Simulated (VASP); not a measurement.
# Sr4NbO (F-43m) in VASP: notebook

The runs below take Sr4NbO through single point, relaxation of cell and atoms, with PBE.

Program: VASP 6.6.1. These are calculated values, not measurements. Logs are shortened: lines on timing, memory, paths and dates and some standing lists are left out, and cuts for length are marked.

**1. The cell of the first run**

It takes space group F-43m (No. 216, cubic). Conventional cell: a = 9.763 Å, b = 9.763 Å, c = 9.763 Å, α = 90.00°, β = 90.00°, γ = 90.00°. Sr (site symmetry 3m) has 6 Sr at 3.44 to 3.46 Å and 3 Nb at 4.05 Å and 3 O at 4.05 Å within 4.5 Å. Nb (site symmetry -43m) has 12 Sr at 4.05 Å and 4 O at 4.23 Å within 5.3 Å. O (site symmetry -43m) has 12 Sr at 4.05 Å and 4 Nb at 4.23 Å within 5.3 Å.

**2. Single point, PBE, collinear spin, ferrimagnetic start**

File INCAR:

```
ALGO     = Normal         # electronic algorithm
EDIFF    = 1E-7           # SCF threshold, eV
ENCUT    = 520            # plane-wave cutoff, eV
GGA      = PE             # functional
ISIF     = 2              # what is computed and relaxed
ISMEAR   = 0              # smearing method
ISPIN    = 2              # spin polarisation
LASPH    = T              # aspherical terms in the spheres
LCHARG   = F              # write CHGCAR
LMAXMIX  = 4              # l up to which the mixer works
LORBIT   = 11             # projections on sites
LREAL    = F              # projectors in reciprocal space
LWAVE    = F              # write WAVECAR
MAGMOM   = 0.05 0.05 0.05 0.05 3.62 -0.28 # initial moments
NBANDS   = 42             # bands
NELM     = 150            # most SCF steps
PREC     = Accurate       # precision mode
SIGMA    = 0.1            # smearing width, eV
```

File KPOINTS:

```
k-points
0
Gamma
  4 4 4
```

File POSCAR:

```
Sr4NbO
1.0
    0.0000000000      4.8813305880      4.8813305880
    4.8813305880      0.0000000000      4.8813305880
    4.8813305880      4.8813305880      0.0000000000
Sr Nb O
4 1 1
Direct
    0.1238368615      0.6253877128      0.6253877128
    0.6253877128      0.6253877128      0.6253877128
    0.6253877128      0.1238368615      0.6253877128
    0.6253877128      0.6253877128      0.1238368615
    0.0000000000      0.0000000000      0.0000000000
    0.2500000000      0.2500000000      0.2500000000
```

Potentials or basis: VASP PAW PBE potentials, release 64 (Sr_sv, Nb_sv, O).

Run with:

```sh
$ cat potpaw_PBE.64/Sr_sv/POTCAR potpaw_PBE.64/Nb_sv/POTCAR potpaw_PBE.64/O/POTCAR > POTCAR
$ mpirun -np 1 vasp_std > vasp.out
```

OUTCAR:

```text
EDIFF = 1E-7
   ENCUT = 520
   GGA = PE
   ISIF = 2
   ISMEAR = 0
   ISPIN = 2
   LASPH = T
   LORBIT = 11
   LREAL = F
   NELM = 150
   PREC = Accurate

 ion  position               nearest neighbor table
   1  0.124  0.625  0.625-   2 3.44   3 3.44   4 3.44   2 3.46   4 3.46   3 3.46   5 4.05   5 4.05
                             5 4.05
   2  0.625  0.625  0.625-   1 3.44   3 3.44   4 3.44   4 3.46   3 3.46   1 3.46   5 4.05   5 4.05
                             5 4.05
   3  0.625  0.124  0.625-   1 3.44   2 3.44   4 3.44   4 3.46   2 3.46   1 3.46   5 4.05   5 4.05
                             5 4.05
   4  0.625  0.625  0.124-   1 3.44   2 3.44   3 3.44   2 3.46   3 3.46   1 3.46   5 4.05   5 4.05
                             5 4.05
   5  0.000  0.000  0.000-   3 4.05   4 4.05   1 4.05   4 4.05   1 4.05   3 4.05   2 4.05   2 4.05
                             2 4.05   1 4.05   3 4.05   4 4.05
   6  0.250  0.250  0.250-

  LATTYP: Found a face centered cubic cell.
 ALAT       =     9.7626611760

  Lattice vectors:

 A1 = (   0.0000000000,   4.8813305880,   4.8813305880)
 A2 = (   4.8813305880,   0.0000000000,   4.8813305880)
 A3 = (   4.8813305880,   4.8813305880,   0.0000000000)

Analysis of symmetry for initial positions (statically):
=====================================================================
 Subroutine PRICEL returns:
 Original cell was already a primitive cell.

 Routine SETGRP: Setting up the symmetry group for a
 face centered cubic supercell.

 Subroutine GETGRP returns: Found 24 space group operations
 (whereof 24 operations were pure point group operations)
 out of a pool of 48 trial point group operations.

The static configuration has the point symmetry T_d .

Analysis of symmetry for dynamics (positions and initial velocities):
=====================================================================
 Subroutine PRICEL returns:
 Original cell was already a primitive cell.

 Routine SETGRP: Setting up the symmetry group for a
 face centered cubic supercell.

 Subroutine GETGRP returns: Found 24 space group operations
 (whereof 24 operations were pure point group operations)
 out of a pool of 48 trial point group operations.

The dynamic configuration has the point symmetry T_d .

Analysis of structural, dynamic, and magnetic symmetry:
=====================================================================
 Subroutine PRICEL returns:
 Original cell was already a primitive cell.

 Routine SETGRP: Setting up the symmetry group for a
 face centered cubic supercell.

 Subroutine GETGRP returns: Found 24 space group operations
 (whereof 24 operations were pure point group operations)
 out of a pool of 48 trial point group operations.

The overall configuration has the point symmetry T_d .

 Subroutine INISYM returns: Found 24 space group operations
 (whereof 24 operations are pure point group operations),
 and found     1 'primitive' translations

----------------------------------------------------------------------------------------

                                     Primitive cell

  volume of cell :     232.6187

  direct lattice vectors                    reciprocal lattice vectors
     0.000000000  4.881330588  4.881330588    -0.102431087  0.102431087  0.102431087
     4.881330588  0.000000000  4.881330588     0.102431087 -0.102431087  0.102431087
     4.881330588  4.881330588  0.000000000     0.102431087  0.102431087 -0.102431087

  length of vectors
     6.903243920  6.903243920  6.903243920     0.177415848  0.177415848  0.177415848

  position of ions in fractional coordinates (direct lattice)
     0.123836862  0.625387713  0.625387713
     0.625387713  0.625387713  0.625387713
     0.625387713  0.123836862  0.625387713
     0.625387713  0.625387713  0.123836862
     0.000000000  0.000000000  0.000000000
     0.250000000  0.250000000  0.250000000

  ion indices of the primitive-cell ions
   primitive index   ion index
                 1           1
                 2           2
                 3           3
                 4           4
                 5           5
                 6           6

----------------------------------------------------------------------------------------

 KPOINTS: k-points

Automatic generation of k-mesh.
 Grid dimensions read from file:
 generate k-points for:    4    4    4

 Generating k-lattice:

  Cartesian coordinates                     Fractional coordinates (reciprocal lattice)
    -0.025607772  0.025607772  0.025607772     0.250000000  0.000000000  0.000000000
     0.025607772 -0.025607772  0.025607772     0.000000000  0.250000000  0.000000000
     0.025607772  0.025607772 -0.025607772     0.000000000  0.000000000  0.250000000

  Length of vectors
     0.044353962  0.044353962  0.044353962

  Shift w.r.t. Gamma in fractional coordinates (k-lattice)
     0.000000000  0.000000000  0.000000000

 Subroutine IBZKPT returns following result:
 ===========================================

 Found      8 irreducible k-points:

 Following reciprocal coordinates:
            Coordinates               Weight
  0.000000  0.000000  0.000000      1.000000
  0.250000  0.000000  0.000000      8.000000
  0.500000  0.000000  0.000000      4.000000
  0.250000  0.250000  0.000000      6.000000
  0.500000  0.250000  0.000000     24.000000
 -0.250000  0.250000  0.000000     12.000000
  0.500000  0.500000  0.000000      3.000000
 -0.250000  0.500000  0.250000      6.000000
   k-points           NKPTS =      8   k-points in BZ     NKDIM =      8   number of bands    NBANDS=     42
   number of dos      NEDOS =    301   number of ions     NIONS =      6
   total plane-waves  NPLWV = 157464
   dimension x,y,z NGX =    54 NGY =   54 NGZ =   54
   dimension x,y,z NGXF=   108 NGYF=  108 NGZF=  108
   ions per type =               4   1   1
   NGX,Y,Z   is equivalent  to a cutoff of  13.00, 13.00, 13.00 a.u.
   NGXF,Y,Z  is equivalent  to a cutoff of  26.01, 26.01, 26.01 a.u.
 SYSTEM =  unknown system
   PREC   = accura    normal or accurate (medium, high low for compatibility)
   ISTART =      0    job   : 0-new  1-cont  2-samecut
   ICHARG =      2    charge: 1-file 2-atom 10-const
   ISPIN  =      2    spin polarized calculation?
   LNONCOLLINEAR =      F non collinear calculations
   LSORBIT =      F    spin-orbit coupling
   LASPH  =      T    aspherical Exc in radial PAW
   ENCUT  =  520.0 eV  38.22 Ry    6.18 a.u.  12.84 12.84 12.84*2*pi/ulx,y,z
   NELM   =    150;   NELMIN=  2; NELMDL= -5     # of ELM steps
   EDIFF  = 0.1E-06   stopping-criterion for ELM
   LREAL  =      F    real-space projection
   EDIFFG = 0.1E-05   stopping-criterion for IOM
   NSW    =      0    number of steps for IOM
   IBRION =     -1    ionic relax: 0-MD 1-quasi-New 2-CG
   NFREE  =      0    steps in history (QN), initial steepest desc. (CG)
   ISIF   =      2    stress and relaxation
   ISYM   =      2    0-nonsym 1-usesym 2-fastsym
   POTIM  = 0.5000    time-step for ionic-motion
   TEBEG  =    0.0;   TEEND  =   0.0 temperature during run
   PSTRESS=    0.0 pullay stress
   NELECT =      59.0000    total number of electrons
   NUPDOWN=      -1.0000    fix difference up-down
   EMIN   =  10.00;   EMAX   =-10.00  energy-range for DOS
   EFERMI =   0.00;   METHOD = LEGACY
   ISMEAR =     0;   SIGMA  =   0.10  broadening in eV -4-tet -1-fermi 0-gaus
   EFERMI_NEDOS =   21; number of points for ismear=-14 and -15
   IALGO  =     38    algorithm
   IMIX   =      4    mixing-type and parameters
     AMIX     =   0.40;   BMIX     =  1.00
     AMIX_MAG =   1.60;   BMIX_MAG =  1.00
  volume/ion in A,a.u.               =      38.77       261.63
  Fermi-wavevector in a.u.,A,eV,Ry     =   1.036280  1.958286 14.610984  1.073877
  Thomas-Fermi vector in A             =   2.170664
   LORBIT       =     11    0 simple, 1 ext, 2 COOP (PROOUT), +10 PAW based schemes
   GGA     = PE    functional components
   LHFCALC =     F    Hartree Fock is set to
   AEXX    =    0.0000 exact exchange contribution
   IVDW    =     0    specifies the selected vdW correction
   LEPSILON=     F    determine dielectric tensor
   LRPA    =     F    only Hartree local field effects (RPA)
 spin polarized calculation
 Gauss-broadening in eV      SIGMA  =   0.10
  energy-cutoff  :      520.00
  volume of cell :      232.62
 maximum number of plane-waves:      6314
 NGX is ok and might be reduce to    54
   NGX = 25   NGY = 25   NGZ = 25

 number of electron      58.9999997 magnetization       4.2983846

 Free energy of the ion-electron system (eV)
  ---------------------------------------------------
  ext. energy  EPLUGINS =         0.00000000
  ---------------------------------------------------
  free energy    TOTEN  =       -14.84775746 eV

  energy without entropy =      -14.81609195  energy(sigma->0) =      -14.83192471

 E-fermi :   2.0566     XC(G=0):  -7.9853

 val. band max:        2.0562359687   @ k =   0.5000   0.2500   0.0000
 cond. band min:       2.0679181829   @ k =   0.2500   0.2500   0.0000
 fundamental gap:      0.0116822141
 Fermi energy:         2.0565664076

 spin component 1

 k-point     1 :       0.0000    0.0000    0.0000
  band No.  band energies     occupation
      1     -53.6900      1.00000
      2     -34.3900      1.00000
      3     -34.2560      1.00000
      4     -34.2560      1.00000
      5     -34.2560      1.00000
      6     -29.8355      1.00000
[... 33 lines left out ...]
     40       4.5849      0.00000
     41       5.2797      0.00000

 k-point     2 :       0.2500    0.0000    0.0000
  band No.  band energies     occupation
      1     -53.6900      1.00000
      2     -34.3762      1.00000
      3     -34.2703      1.00000
      4     -34.2561      1.00000
      5     -34.2561      1.00000
      6     -29.8355      1.00000
[... 257 lines left out ...]
  band No.  band energies     occupation
      1     -53.6900      1.00000
      2     -34.3253      1.00000
      3     -34.3220      1.00000
      4     -34.2562      1.00000
      5     -34.2562      1.00000
      6     -29.8355      1.00000
[... 33 lines left out ...]
     40       4.0422      0.00000
     41       4.2557      0.00000
 Fermi energy:         2.0565664076

 spin component 2

 k-point     1 :       0.0000    0.0000    0.0000
  band No.  band energies     occupation
      1     -52.0977      1.00000
      2     -34.3681      1.00000
      3     -34.2327      1.00000
      4     -34.2327      1.00000
      5     -34.2327      1.00000
      6     -28.0156      1.00000
[... 33 lines left out ...]
     40       4.7024      0.00000
     41       5.7317      0.00000

 k-point     2 :       0.2500    0.0000    0.0000
  band No.  band energies     occupation
      1     -52.0977      1.00000
      2     -34.3542      1.00000
      3     -34.2471      1.00000
      4     -34.2327      1.00000
      5     -34.2327      1.00000
      6     -28.0156      1.00000
[... 257 lines left out ...]
  band No.  band energies     occupation
      1     -52.0977      1.00000
      2     -34.3030      1.00000
      3     -34.2991      1.00000
      4     -34.2328      1.00000
      5     -34.2328      1.00000
      6     -28.0156      1.00000
[... 33 lines left out ...]
     40       4.5104      0.00000
     41       4.6114      0.00000
 [bands above 41 left out]

------------------------ aborting loop because EDIFF is reached ----------------------------------------

  FORCE on cell =-STRESS in cart. coord.  units (eV):
  Direction    XX          YY          ZZ          XY          YZ          ZX
  --------------------------------------------------------------------------------------
  -------------------------------------------------------------------------------------
  Total        0.3359958      0.3359958      0.3359958      0.0000000     -0.0000000     -0.0000000
  in kB        2.3141940      2.3141940      2.3141940      0.0000000     -0.0000000     -0.0000000
  external PRESSURE =       2.3141940 kB  Pullay stress =       0.0000000 kB

 VOLUME and BASIS-vectors are now :
 -----------------------------------------------------------------------------
  energy-cutoff  :      520.00
  volume of cell :      232.62
      direct lattice vectors                 reciprocal lattice vectors
     0.000000000  4.881330588  4.881330588    -0.102431087  0.102431087  0.102431087
     4.881330588  0.000000000  4.881330588     0.102431087 -0.102431087  0.102431087
     4.881330588  4.881330588  0.000000000     0.102431087  0.102431087 -0.102431087

 POSITION                                       TOTAL-FORCE (eV/Angst)
 -----------------------------------------------------------------------------------
      6.10545      3.65721      3.65721         0.001649     -0.001649     -0.001649
      6.10545      6.10545      6.10545         0.001649      0.001649      0.001649
      3.65721      6.10545      3.65721        -0.001649      0.001649     -0.001649
      3.65721      3.65721      6.10545        -0.001649     -0.001649      0.001649
      0.00000      0.00000      0.00000        -0.000000     -0.000000     -0.000000
      2.44067      2.44067      2.44067        -0.000000     -0.000000     -0.000000
 -----------------------------------------------------------------------------------
    total drift:                                0.000001      0.000001      0.000001

  FREE ENERGIE OF THE ION-ELECTRON SYSTEM (eV)
  ---------------------------------------------------
  free  energy   TOTEN  =       -14.8477574647 eV

  energy  without entropy=      -14.8160919507  energy(sigma->0) =      -14.83192471

 total charge

# of ion       s       p       d       tot
------------------------------------------
    1        2.073   5.705   0.248   8.026
    2        2.073   5.705   0.248   8.026
    3        2.073   5.705   0.248   8.026
    4        2.073   5.705   0.248   8.026
    5        2.180   5.892   2.470  10.542
    6        1.596   3.088   0.000   4.684
--------------------------------------------------
tot         12.069  31.799   3.461  47.330

 magnetization (x)

# of ion       s       p       d       tot
------------------------------------------
    1       -0.005   0.013   0.025   0.033
    2       -0.005   0.013   0.025   0.033
    3       -0.005   0.013   0.025   0.033
    4       -0.005   0.013   0.025   0.033
    5        0.035   0.031   2.295   2.361
    6        0.001  -0.239   0.000  -0.238
--------------------------------------------------
tot          0.016  -0.155   2.396   2.257
```

Run time: 5.4 min. Hardware: 1 thread of Intel Xeon Platinum 8488C (Sapphire Rapids), shared host; peak memory 0.57 GiB.

Results:

* Free energy: -14.8478 eV
* Pressure: 0.2 GPa
* Net moment: 4.30 μB per cell
* Site moments: Sr +0.03; Nb +2.36; O -0.24 μB
* Valence electrons inside the program's atomic spheres: Sr 8.03; Nb 10.54; O 4.68

Forces on the atoms (eV/Å):
```
Sr   0.002 -0.002 -0.002
Sr   0.002  0.002  0.002
Sr  -0.002  0.002 -0.002
Sr  -0.002 -0.002  0.002
Nb   0.000  0.000  0.000
O    0.000  0.000  0.000
```

(Continued in part 2 of 2.)
